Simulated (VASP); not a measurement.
Here is a VASP 6.6.1 calculation.

The input INCAR:

```
PREC = Accurate ; ENCUT = 600
EDIFF = 1E-6 ; ISMEAR = 0
SIGMA = 0.1 ; LREAL = F
LASPH = T ; NELM = 150
ALGO = Normal ; ISIF = 3
LWAVE = F ; LCHARG = F
ISPIN = 2 ; MAGMOM = 0 2 0 0 0
LORBIT = 11 ; LMAXMIX = 4
GGA = PE ; IBRION = 2
NSW = 90 ; EDIFFG = -0.04
```

Contents of KPOINTS:

```
regular mesh
0
Gamma
  6 6 4
```

The input POSCAR:

```
LiNiOs3
1.0
    4.3488531600      0.0000000000      0.0000000000
   -2.1744265800      3.7662173200      0.0000000000
    0.0000000000      0.0000000000      4.4788963300
Li Ni Os
1 1 3
Direct
    0.0000000000      0.0000000000      0.5000000000
    0.0000000000      0.0000000000      0.0000000000
    0.5000000000      0.0000000000      0.0000000000
    0.0000000000      0.5000000000      0.0000000000
    0.5000000000      0.5000000000      0.0000000000
```

Potentials or basis: VASP PAW PBE potentials, release 64 (Li_sv, Ni, Os).

Run with:

```sh
$ cat potpaw_PBE.64/Li_sv/POTCAR potpaw_PBE.64/Ni/POTCAR potpaw_PBE.64/Os/POTCAR > POTCAR
$ mpirun -np 1 vasp_std > vasp.out
```

Task: Predict the relaxed cell.

Result: a = 5.017 Å, b = 5.017 Å, c = 4.829 Å, α = 90.00°, β = 90.00°, γ = 120.00°.

Task: Estimate the site moments.

Result: Li +0.00; Ni -0.42; Os -0.67 μB.

Task: Predict the space group after relaxing (to 0.1 Å).

Result: P6/mmm (No. 191).

Task: Estimate the relaxed volume.

Result: 21.05 Å³/atom.

Stress tensor (GPa, compression positive):
```
-0.17  0.00  0.00
 0.00 -0.17  0.00
 0.00  0.00 -0.04
```

Caveat: the cutoff is under 1.25 times the usual one of these potentials, so pressure, stress and relaxed cells hold a basis-set (Pulay) error; the volume moved by over 15 % at a fixed basis, so the end points are rough.
